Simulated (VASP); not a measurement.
# Al (P6_3/mmc) in VASP: notebook

Al is run at these levels: PBEsol+D3(BJ); tasks: single point.

Program: VASP 6.6.1. These are calculated values, not measurements. Logs are shortened: lines on timing, memory, paths and dates and some standing lists are left out, and cuts for length are marked.

## (1) The cell of the first run

The structure is hexagonal, space group P6_3/mmc (No. 194). Conventional cell: a = 2.735 Å, b = 2.735 Å, c = 9.192 Å, α = 90.00°, β = 90.00°, γ = 120.00°. Within 3.6 Å of Al (site symmetry -3m) lie 12 Al at 2.74 to 2.79 Å. Within 3.6 Å of Al (site symmetry -6m2) lie 12 Al at 2.74 to 2.79 Å.

This isn't the form of Al at room conditions, which is fcc.

## (2) Single point, PBEsol+D3(BJ)

Contents of INCAR:

```
SYSTEM = Al
PREC = Accurate ; ENCUT = 520
EDIFF = 1E-6 ; ISMEAR = 0
SIGMA = 0.15 ; LREAL = .FALSE.
LASPH = .TRUE. ; NELM = 100
ALGO = Fast ; ISIF = 2
LWAVE = .FALSE. ; LCHARG = .TRUE.
GGA = PS ; IVDW = 12
LELF = .TRUE. ; LVHAR = .TRUE.
NBANDS = 14
```

Contents of KPOINTS:

```
Automatic mesh
0
G
  18 18 6
  0 0 0
```

Contents of POSCAR:

```
Al
1.0
    2.7354000000      0.0000000000      0.0000000000
   -1.3677000000      2.3689258895      0.0000000000
    0.0000000000      0.0000000000      9.1920208392
Al
4
Direct
    0.0000000000      0.0000000000      0.0000000000
    0.3333333333      0.6666666667      0.2500000000
    0.0000000000      0.0000000000      0.5000000000
    0.6666666667      0.3333333333      0.7500000000
```

Potentials or basis: VASP PAW PBE potentials, release 64 (Al).

Run with:

```sh
$ cat potpaw_PBE.64/Al/POTCAR > POTCAR
$ mpirun -np 1 vasp_std > vasp.out
```

OUTCAR:

```text
SYSTEM = Al
   PREC = Accurate
   ENCUT = 520
   EDIFF = 1E-6
   ISMEAR = 0
   LREAL = .FALSE.
   LASPH = .TRUE.
   NELM = 100
   ISIF = 2
   GGA = PS
   IVDW = 12
 IVDW          = 12

 ion  position               nearest neighbor table
   1  0.000  0.000  0.000-   2 2.79   4 2.79   2 2.79   4 2.79   4 2.79   2 2.79
   2  0.333  0.667  0.250-   1 2.79   3 2.79   1 2.79   3 2.79   1 2.79   3 2.79
   3  0.000  0.000  0.500-   2 2.79   4 2.79   2 2.79   4 2.79   4 2.79   2 2.79
   4  0.667  0.333  0.750-   1 2.79   3 2.79   1 2.79   3 2.79   1 2.79   3 2.79

  LATTYP: Found a hexagonal cell.
 ALAT       =     2.7354000000
 C/A-ratio  =     3.3603936679

  Lattice vectors:

 A1 = (   2.7354000000,   0.0000000000,   0.0000000000)
 A2 = (  -1.3677000000,   2.3689258895,   0.0000000000)
 A3 = (   0.0000000000,   0.0000000000,   9.1920208392)

Analysis of symmetry for initial positions (statically):
=====================================================================
 Subroutine PRICEL returns:
 Original cell was already a primitive cell.

 Routine SETGRP: Setting up the symmetry group for a
 hexagonal supercell.

 Subroutine GETGRP returns: Found 24 space group operations
 (whereof 12 operations were pure point group operations)
 out of a pool of 24 trial point group operations.

The static configuration has the point symmetry D_3d.
 The point group associated with its full space group is D_6h.

Analysis of symmetry for dynamics (positions and initial velocities):
=====================================================================
 Subroutine PRICEL returns:
 Original cell was already a primitive cell.

 Routine SETGRP: Setting up the symmetry group for a
 hexagonal supercell.

 Subroutine GETGRP returns: Found 24 space group operations
 (whereof 12 operations were pure point group operations)
 out of a pool of 24 trial point group operations.

The dynamic configuration has the point symmetry D_3d.
 The point group associated with its full space group is D_6h.

 Subroutine INISYM returns: Found 24 space group operations
 (whereof 12 operations are pure point group operations),
 and found     1 'primitive' translations

----------------------------------------------------------------------------------------

                                     Primitive cell

  volume of cell :      59.5639

  direct lattice vectors                    reciprocal lattice vectors
     2.735400000  0.000000000  0.000000000     0.365577246  0.211066122  0.000000000
    -1.367700000  2.368925889  0.000000000     0.000000000  0.422132243  0.000000000
     0.000000000  0.000000000  9.192020839     0.000000000  0.000000000  0.108790006

  length of vectors
     2.735400000  2.735400000  9.192020839     0.422132243  0.422132243  0.108790006

  position of ions in fractional coordinates (direct lattice)
     0.000000000  0.000000000  0.000000000
     0.333333333  0.666666667  0.250000000
     0.000000000  0.000000000  0.500000000
     0.666666667  0.333333333  0.750000000

  ion indices of the primitive-cell ions
   primitive index   ion index
                 1           1
                 2           2
                 3           3
                 4           4

----------------------------------------------------------------------------------------

 KPOINTS: Automatic mesh

Automatic generation of k-mesh.
 Grid dimensions read from file:
 generate k-points for:   18   18    6

 Generating k-lattice:

  Cartesian coordinates                     Fractional coordinates (reciprocal lattice)
     0.020309847  0.011725896  0.000000000     0.055555556  0.000000000  0.000000000
     0.000000000  0.023451791  0.000000000     0.000000000  0.055555556  0.000000000
     0.000000000  0.000000000  0.018131668     0.000000000  0.000000000  0.166666667

  Length of vectors
     0.023451791  0.023451791  0.018131668

  Shift w.r.t. Gamma in fractional coordinates (k-lattice)
     0.000000000  0.000000000  0.000000000

 Subroutine IBZKPT returns following result:
 ===========================================

 Found    148 irreducible k-points:

 Following reciprocal coordinates:
            Coordinates               Weight
  0.000000  0.000000  0.000000      1.000000
  0.055556  0.000000  0.000000      6.000000
  0.111111  0.000000  0.000000      6.000000
  0.166667 -0.000000  0.000000      6.000000
  0.222222 -0.000000  0.000000      6.000000
  0.277778 -0.000000  0.000000      6.000000
[... 16 lines left out ...]
  0.333333  0.111111  0.000000     12.000000
  0.388889  0.111111  0.000000     12.000000
 [... further k-points ...]
   k-points           NKPTS =    148   k-points in BZ     NKDIM =    148   number of bands    NBANDS=     14
   number of dos      NEDOS =    301   number of ions     NIONS =      4
   total plane-waves  NPLWV =  28000
   dimension x,y,z NGX =    20 NGY =   20 NGZ =   70
   dimension x,y,z NGXF=    40 NGYF=   40 NGZF=  140
   ions per type =               4
[... 84 lines left out ...]

 k-point     2 :       0.0556    0.0000    0.0000
  band No.  band energies     occupation
      1      -2.7174      2.00000
      2      -0.9830      2.00000
      3      -0.9762      2.00000
      4       3.9629      2.00000
      5       4.2552      2.00000
      6      12.2142      0.00000
      7      12.2257      0.00000
      8      19.1412      0.00000
      9      19.8385      0.00000
     10      20.3803      0.00000
     11      20.5157      0.00000
     12      21.0667      0.00000
     13      21.1964      0.00000
     14      21.2112      0.00000

 k-point     3 :       0.1111    0.0000    0.0000
  band No.  band energies     occupation
      1      -2.4737      2.00000
      2      -0.7426      2.00000
      3      -0.7359      2.00000
      4       4.1877      2.00000
      5       4.4906      2.00000
      6      12.4023      0.00000
      7      12.4231      0.00000
      8      16.9427      0.00000
      9      18.2748      0.00000
     10      18.3841      0.00000
     11      18.8244      0.00000
     12      20.1790      0.00000
     13      20.2545      0.00000
     14      20.2574      0.00000

 k-point     4 :       0.1667   -0.0000    0.0000
  band No.  band energies     occupation
      1      -2.0687      2.00000
      2      -0.3430      2.00000
      3      -0.3365      2.00000
      4       4.5625      2.00000
      5       4.8789      2.00000
      6      12.6533      0.00000
      7      12.7258      0.00000
      8      14.8295      0.00000
      9      16.1225      0.00000
     10      16.2653      0.00000
     11      17.9456      0.00000
     12      19.0468      0.00000
     13      19.3940      0.00000
     14      19.4015      0.00000

 k-point     5 :       0.2222   -0.0000    0.0000
  band No.  band energies     occupation
      1      -1.5040      2.00000
      2       0.2140      2.00000
      3       0.2203      2.00000
      4       5.0870      2.00000
      5       5.4119      2.00000
      6      12.2009      0.00000
      7      12.9371      0.00000
      8      13.6067      0.00000
      9      14.0884      0.00000
     10      14.4537      0.00000
     11      17.2030      0.00000
[... 276 lines left out ...]
 k-point    22 :       0.2778    0.1111    0.0000
  band No.  band energies     occupation
      1       0.3334      2.00000
      2       2.0247      2.00000
      3       2.0294      2.00000
      4       6.8038      2.00000
      5       6.9592      2.00000
      6       8.9398      1.67625
      7      10.3050      0.00000
      8      10.4186      0.00000
      9      12.6703      0.00000
     10      13.9577      0.00000
     11      14.4679      0.00000
     12      14.9136      0.00000
     13      14.9373      0.00000
     14      15.9985      0.00000

 k-point    23 :       0.3333    0.1111    0.0000
  band No.  band energies     occupation
      1       1.3592      2.00000
      2       3.0320      2.00000
      3       3.0345      2.00000
      4       6.6951      2.00000
      5       7.7191      2.00000
      6       8.1398      2.00000
      7       8.6843      1.99932
      8       9.0100      1.25472
      9      12.1699      0.00000
     10      13.1845      0.00000
     11      13.8008      0.00000
     12      13.9492      0.00000
     13      14.5554      0.00000
     14      16.4145      0.00000

 k-point    24 :       0.3889    0.1111    0.0000
  band No.  band energies     occupation
      1       2.5305      2.00000
      2       4.1605      2.00000
      3       4.1663      2.00000
      4       5.2798      2.00000
      5       7.0000      2.00000
      6       7.0134      2.00000
      7       8.9650      1.54598
      8       9.4730      0.00005
      9      11.4865      0.00000
     10      11.6644      0.00000
     11      13.1093      0.00000
     12      13.7751      0.00000
     13      14.1934      0.00000
     14      17.2430      0.00000

 [... further k-points ...]

------------------------ aborting loop because EDIFF is reached ----------------------------------------

 Edisp (eV)   -1.40934

 E8    (eV) :    -0.9491

  FORCE on cell =-STRESS in cart. coord.  units (eV):
  Direction    XX          YY          ZZ          XY          YZ          ZX
  --------------------------------------------------------------------------------------
  -------------------------------------------------------------------------------------
  Total       2.27599     2.27599     0.93366    -0.00000     0.00000     0.00000
  in kB      61.22065    61.22065    25.11400    -0.00000     0.00000     0.00000
  external pressure =       49.19 kB  Pullay stress =        0.00 kB

 VOLUME and BASIS-vectors are now :
 -----------------------------------------------------------------------------
  energy-cutoff  :      520.00
  volume of cell :       59.56
      direct lattice vectors                 reciprocal lattice vectors
     2.735400000  0.000000000  0.000000000     0.365577246  0.211066122  0.000000000
    -1.367700000  2.368925889  0.000000000     0.000000000  0.422132243  0.000000000
     0.000000000  0.000000000  9.192020839     0.000000000  0.000000000  0.108790006

 POSITION                                       TOTAL-FORCE (eV/Angst)
 -----------------------------------------------------------------------------------
      0.00000      0.00000      0.00000        -0.000000     -0.000000     -0.000000
     -0.00000      1.57928      2.29801        -0.000000      0.000000     -0.000000
      0.00000      0.00000      4.59601         0.000000     -0.000000     -0.000000
      1.36770      0.78964      6.89402         0.000000     -0.000000      0.000000
 -----------------------------------------------------------------------------------
    total drift:                               -0.000000      0.000000     -0.000000

  FREE ENERGIE OF THE ION-ELECTRON SYSTEM (eV)
  ---------------------------------------------------
  free  energy   TOTEN  =       -17.5890589935 eV

  energy  without entropy=      -17.5705851228  energy(sigma->0) =      -17.57982206
```

Run time: 37 s. Hardware: 1 thread of Intel Xeon 6975P-C (Granite Rapids), shared host; peak memory 0.23 GiB.

What came out:

- Free energy: -17.5891 eV
- Pressure: 4.9 GPa
- Band gap on the k mesh: zero (bands 6 and 7 overlap by 5.26 eV)
- Dispersion energy per atom: -0.352 eV

Stress tensor (GPa, compression positive):
```
6.12 0.00 0.00
0.00 6.12 0.00
0.00 0.00 2.51
```

Levels at points of the mesh, in eV from the Fermi level:
```csv
k point,band 4,band 5,band 6,band 7,band 8,band 9
"(0.00, 0.00, 0.00)",-5.16,-4.87,3.10,3.11,11.94,11.94
"(0.50, 0.00, 0.00)",-4.14,-3.34,-3.34,0.78,1.16,1.29
"(0.00, 0.00, 0.50)",-7.96,-1.30,-1.30,8.10,8.10,12.18
"(0.50, 0.00, 0.50)",-4.97,-1.96,-1.96,-1.26,-1.26,4.64
```

Caveat: the cell stands under pressure; the PAW data sets were made with another functional, which shifts forces and pressure a little.

## (3) Single point, PBEsol+D3(BJ)

This run uses another cell than the first one, of 15.17 Å³/atom.

Contents of INCAR:

```
PREC = Accurate ; ENCUT = 520
EDIFF = 1E-7 ; ISMEAR = 0
SIGMA = 0.15 ; LREAL = False
LASPH = True ; NELM = 100
ALGO = Normal ; ISIF = 2
LWAVE = False ; LCHARG = False
GGA = PS ; IVDW = 12
NBANDS = 14
```

Contents of KPOINTS:

```
regular mesh
0
Gamma
  18 18 6
```

Contents of POSCAR:

```
Al
1.0
    2.8661000000      0.0000000000      0.0000000000
   -1.4330500000      2.4821154098      0.0000000000
    0.0000000000      0.0000000000      8.5302000000
Al
4
Direct
    0.0000000000      0.0000000000      0.0000000000
    0.3333333333      0.6666666667      0.2500000000
    0.0000000000      0.0000000000      0.5000000000
    0.6666666667      0.3333333333      0.7500000000
```

Potentials or basis: VASP PAW PBE potentials, release 64 (Al).

Run with:

```sh
$ cat potpaw_PBE.64/Al/POTCAR > POTCAR
$ mpirun -np 1 vasp_std > vasp.out
```

It took 31 s on 1 thread of Intel Xeon 6975P-C (Granite Rapids), shared host; peak memory 0.24 GiB.

Results (log left out):

* Free energy: -17.5015 eV
* Pressure: 4.0 GPa
* Band gap on the k mesh: zero (bands 6 and 7 overlap by 7.40 eV)
* Dispersion energy per atom: -0.346 eV

Stress tensor (GPa, compression positive):
```
 0.63  0.00  0.00
 0.00  0.63  0.00
 0.00  0.00 10.71
```

Levels at points of the mesh, in eV from the Fermi level:
```tsv
k point	band 4	band 5	band 6	band 7	band 8	band 9
(0.00, 0.00, 0.00)	-4.31	-3.29	5.49	5.53	9.81	9.81
(0.50, 0.00, 0.00)	-4.20	-3.63	-3.50	0.98	1.43	2.36
(0.00, 0.00, 0.50)	-7.24	0.50	0.50	10.19	10.19	10.19
(0.50, 0.00, 0.50)	-5.32	-1.86	-1.86	-1.12	-1.12	5.22
```

Caveat: the cell stands under pressure; the PAW data sets were made with another functional, which shifts forces and pressure a little.

## (4) Single point, PBEsol+D3(BJ)

This run uses another cell than the first one, of 15.21 Å³/atom.

Contents of INCAR:

```
  PREC = Accurate
  ENCUT = 520
  EDIFF = 1E-7
  ISMEAR = 0
  SIGMA = 0.15
  LREAL = False
  LASPH = True
  NELM = 60
  ALGO = Normal
  ISIF = 2
  LWAVE = False
  LCHARG = True
  GGA = PS
  IVDW = 12
  LELF = True
  LVHAR = True
  NBANDS = 14
```

Contents of KPOINTS:

```
Automatic mesh
0
Gamma
  18 18 6
```

Contents of POSCAR:

```
Al
1.0
    2.6701000000      0.0000000000      0.0000000000
   -1.3350500000      2.3123744307      0.0000000000
    0.0000000000      0.0000000000      9.8538000000
Al
4
Direct
    0.0000000000      0.0000000000      0.0000000000
    0.3333333333      0.6666666667      0.2500000000
    0.0000000000      0.0000000000      0.5000000000
    0.6666666667      0.3333333333      0.7500000000
```

Run with:

```sh
$ cat potpaw_PBE.64/Al/POTCAR > POTCAR
$ mpirun -np 1 vasp_std > vasp.out
```

It took 41 s on 1 thread of Intel Xeon 6975P-C (Granite Rapids), shared host; peak memory 0.24 GiB.

The run converged. Its results:

| Property | Result |
| --- | --- |
| Free energy | -17.4318 eV |
| Pressure | 4.6 GPa |
| Band gap on the k mesh | zero (bands 6 and 7 overlap by 4.10 eV) |
| Dispersion energy per atom | -0.345 eV |

Stress tensor (GPa, compression positive):
```
 9.34  0.00  0.00
 0.00  9.34  0.00
 0.00  0.00 -4.77
```

Levels at points of the mesh, in eV from the Fermi level:
| k point | band 4 | band 5 | band 6 | band 7 | band 8 | band 9 |
| --- | --- | --- | --- | --- | --- | --- |
| (0.00, 0.00, 0.00) | -5.92 | -5.45 | 1.45 | 1.46 | 10.33 | 11.32 |
| (0.50, 0.00, 0.00) | -3.84 | -3.06 | -2.97 | 0.55 | 0.87 | 1.03 |
| (0.00, 0.00, 0.50) | -8.27 | -2.43 | -2.43 | 5.91 | 5.91 | 13.31 |
| (0.50, 0.00, 0.50) | -4.49 | -1.91 | -1.91 | -1.22 | -1.22 | 3.82 |

Caveat: the cell stands under pressure; the PAW data sets were made with another functional, which shifts forces and pressure a little.

## (5) Single point, PBEsol+D3(BJ)

This run uses another cell than the first one, of 15.30 Å³/atom.

Contents of INCAR:

```
SYSTEM = Al
ALGO = Normal ; EDIFF = 1E-6
ENCUT = 520 ; GGA = PS
ISIF = 2 ; ISMEAR = 0
IVDW = 12 ; LASPH = .TRUE.
LCHARG = .FALSE. ; LREAL = .FALSE.
LWAVE = .FALSE. ; NBANDS = 14
NELM = 60 ; PREC = Accurate
SIGMA = 0.15
```

Contents of KPOINTS:

```
k-points
0
G
  18 18 6
  0 0 0
```

Contents of POSCAR:

```
Al
1.0
    2.9968000000      0.0000000000      0.0000000000
   -1.4984000000      2.5953049301      0.0000000000
    0.0000000000      0.0000000000      7.8684000000
Al
4
Direct
    0.0000000000      0.0000000000      0.0000000000
    0.3333333333      0.6666666667      0.2500000000
    0.0000000000      0.0000000000      0.5000000000
    0.6666666667      0.3333333333      0.7500000000
```

Run with:

```sh
$ cat potpaw_PBE.64/Al/POTCAR > POTCAR
$ mpirun -np 1 vasp_std > vasp.out
```

Run time: 26 s. Hardware: 1 thread of Intel Xeon 6975P-C (Granite Rapids), shared host; peak memory 0.24 GiB.

Results (log left out):

```yaml
Free_energy: -17.0304 eV
Pressure: 7.5 GPa
Band_gap_on_the_k_mesh: zero (bands 6 and 7 overlap by 9.90 eV)
Dispersion_energy_per_atom: -0.343 eV
```

Stress tensor (GPa, compression positive):
```
 1.01  0.00  0.00
 0.00  1.01  0.00
 0.00  0.00 20.46
```

Levels at points of the mesh, in eV from the Fermi level:
```csv
k point,band 4,band 5,band 6,band 7,band 8,band 9
"(0.00, 0.00, 0.00)",-3.16,-1.54,7.86,7.86,8.07,8.29
"(0.50, 0.00, 0.00)",-4.18,-3.78,-3.51,1.56,2.03,3.20
"(0.00, 0.00, 0.50)",-6.39,2.65,2.65,8.27,8.27,8.27
"(0.50, 0.00, 0.50)",-5.54,-1.58,-1.58,-0.76,-0.76,3.90
```

Caveat: the cell stands under pressure; the PAW data sets were made with another functional, which shifts forces and pressure a little.

## (6) Overview

```tsv
cell	gap on the mesh (eV)	pressure (GPa)
a = 2.735, b = 2.735, c = 9.192 Å, angles 90.0, 90.0, 120.0°, 4 atoms	none	4.9
a = 2.866, b = 2.866, c = 8.530 Å, angles 90.0, 90.0, 120.0°, 4 atoms	none	4.0
a = 2.670, b = 2.670, c = 9.854 Å, angles 90.0, 90.0, 120.0°, 4 atoms	none	4.6
a = 2.997, b = 2.997, c = 7.868 Å, angles 90.0, 90.0, 120.0°, 4 atoms	none	7.5
```

Alike in all rows: task single point; level PBEsol+D3(BJ); potentials or basis VASP PAW PBE potentials, release 64 (Al); no spin polarisation; k mesh 18 × 18 × 6; cutoff (eV) 520; smearing gaussian 0.15 eV.

Caveats: the cell stands under pressure; the PAW data sets were made with another functional, which shifts forces and pressure a little.

Absolute energies hang on the potentials; compare differences alone.
